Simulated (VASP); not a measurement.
Wanted: the native input for a VASP 6.6.1 run.

| Quantity | Value |
| --- | --- |
| Task | single point |
| Functional | PBE |
| Potentials or basis | VASP PAW PBE potentials, release 64 (Hf_pv, In_d, Se) |
| Cutoff | 520 eV |
| k mesh | 12 × 12 × 2 |
| Occupations | gaussian, width 0.02 eV |
| Spin | no spin polarisation |
| Dipole correction | no |
| Further INCAR settings | ALGO = Normal; EDIFF = 1e-07; NBANDS = 43 |

The structure of HfIn2Se5 lies in POSCAR:

```
HfIn2Se5
1.0
    3.9667887738      0.0000000000      0.0000000000
   -1.9833943869      3.4353398495      0.0000000000
    0.0000000000      0.0000000000     17.7590275983
Hf In Se
1 2 5
Direct
    0.0000000000      0.0000000000      1.0002305878
    0.6666666667      0.3333333333      0.6208664940
    0.3333333333      0.6666666667      0.3811156864
    0.0000000000      0.0000000000      0.6947811351
    0.6666666667      0.3333333333      0.4775633043
    0.0000000000      0.0000000000      0.3030545226
    0.3333333333      0.6666666667      0.0834442760
    0.6666666667      0.3333333333      0.9159439937
```

One way to write it, as run:

INCAR

```
PREC = Accurate ; ENCUT = 520
EDIFF = 1E-7 ; ISMEAR = 0
SIGMA = 0.02 ; LREAL = False
LASPH = True ; NELM = 80
ALGO = Normal ; ISIF = 2
LWAVE = False ; LCHARG = False
GGA = PE ; NBANDS = 43
```

KPOINTS

```
Automatic mesh
0
Gamma
  12 12 2
```

Potentials or basis: VASP PAW PBE potentials, release 64 (Hf_pv, In_d, Se).

Command:

```sh
$ cat potpaw_PBE.64/Hf_pv/POTCAR potpaw_PBE.64/In_d/POTCAR potpaw_PBE.64/Se/POTCAR > POTCAR
$ mpirun -np 1 vasp_std > vasp.out
```

It gave:

The pressure is -0.1 GPa and the largest force is 0.046 eV/Å. The band gap on the k mesh is 0.74 eV, indirect (least direct gap 0.93 eV).

Caveat: spin-orbit coupling is left out, which moves the levels of the heavy elements; this functional lacks dispersion, which binds the layers, so the pressure and a relaxed spacing across them are unreliable.

Wall time 9.7 min on 1 thread of Oxide Virtual Turin-like Processor, with other jobs on the host, peak memory 0.55 GiB.
